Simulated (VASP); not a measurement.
A run of VASP 6.6.1:

The input INCAR:

```
SYSTEM = CaZn23S24
  ALGO = Normal
  EDIFF = 1E-8
  ENCUT = 520
  GGA = PE
  ISIF = 2
  ISMEAR = -1
  LASPH = .True.
  LCHARG = .False.
  LEFG = .True.
  LREAL = Auto
  LWAVE = .False.
  NBANDS = 245
  NELM = 100
  PREC = Accurate
  SIGMA = 0.01
```

Contents of KPOINTS:

```
k-points
0
Gamma
  3 3 1
  0 0 0
```

File POSCAR:

```
CaZn23S24
1.0
    7.6240000000      0.0000000000      0.0000000000
   -3.8120000000      6.6025776784      0.0000000000
    0.0000000000      0.0000000000     18.6899900000
Zn Ca S
23 1 24
Direct
    0.0000000000      0.0000000000      0.0000000000
    0.0000000000      0.5000000000      0.0000000000
    0.5000000000      0.0000000000      0.0000000000
    0.5000000000      0.5000000000      0.0000000000
    0.0000000000      0.0000000000      0.5000000000
    0.0000000000      0.5000000000      0.5000000000
    0.5000000000      0.0000000000      0.5000000000
    0.5000000000      0.5000000000      0.5000000000
    0.1666666666      0.3333333334      0.1666700000
    0.1666666666      0.8333333334      0.1666700000
    0.6666666666      0.3333333334      0.1666700000
    0.6666666666      0.8333333334      0.1666700000
    0.3333333334      0.1666666666      0.6666700000
    0.3333333334      0.6666666666      0.6666700000
    0.8333333334      0.1666666666      0.6666700000
    0.8333333334      0.6666666666      0.6666700000
    0.3333333334      0.6666666666      0.3333300000
    0.8333333334      0.1666666666      0.3333300000
    0.8333333334      0.6666666666      0.3333300000
    0.1666666666      0.3333333334      0.8333300000
    0.1666666666      0.8333333334      0.8333300000
    0.6666666666      0.3333333334      0.8333300000
    0.6666666666      0.8333333334      0.8333300000
    0.3333333334      0.1666666666      0.3333300000
    0.0000000000      0.0000000000      0.1250000000
    0.0000000000      0.5000000000      0.1250000000
    0.5000000000      0.0000000000      0.1250000000
    0.5000000000      0.5000000000      0.1250000000
    0.0000000000      0.0000000000      0.6250000000
    0.0000000000      0.5000000000      0.6250000000
    0.5000000000      0.0000000000      0.6250000000
    0.5000000000      0.5000000000      0.6250000000
    0.1666666666      0.3333333334      0.2916700000
    0.1666666666      0.8333333334      0.2916700000
    0.6666666666      0.3333333334      0.2916700000
    0.6666666666      0.8333333334      0.2916700000
    0.3333333334      0.1666666666      0.7916700000
    0.3333333334      0.6666666666      0.7916700000
    0.8333333334      0.1666666666      0.7916700000
    0.8333333334      0.6666666666      0.7916700000
    0.3333333334      0.1666666666      0.4583300000
    0.3333333334      0.6666666666      0.4583300000
    0.8333333334      0.1666666666      0.4583300000
    0.8333333334      0.6666666666      0.4583300000
    0.1666666666      0.3333333334      0.9583300000
    0.1666666666      0.8333333334      0.9583300000
    0.6666666666      0.3333333334      0.9583300000
    0.6666666666      0.8333333334      0.9583300000
```

Potentials or basis: VASP PAW PBE potentials, release 64 (Zn, Ca_sv, S).

The run is started by

```console
$ cat potpaw_PBE.64/Zn/POTCAR potpaw_PBE.64/Ca_sv/POTCAR potpaw_PBE.64/S/POTCAR > POTCAR
$ mpirun -np 1 vasp_std > vasp.out
```

Hardware: 1 thread of Intel(R) Xeon(R) 6975P-C (Granite Rapids), with other jobs on the host.

Task: Estimate the wall time of this run.

Result: Wall time 27 min on 1 thread of Intel(R) Xeon(R) 6975P-C (Granite Rapids), on a shared host, peak memory 1.2 GiB. Counts: scf iterations 26, k points 3.
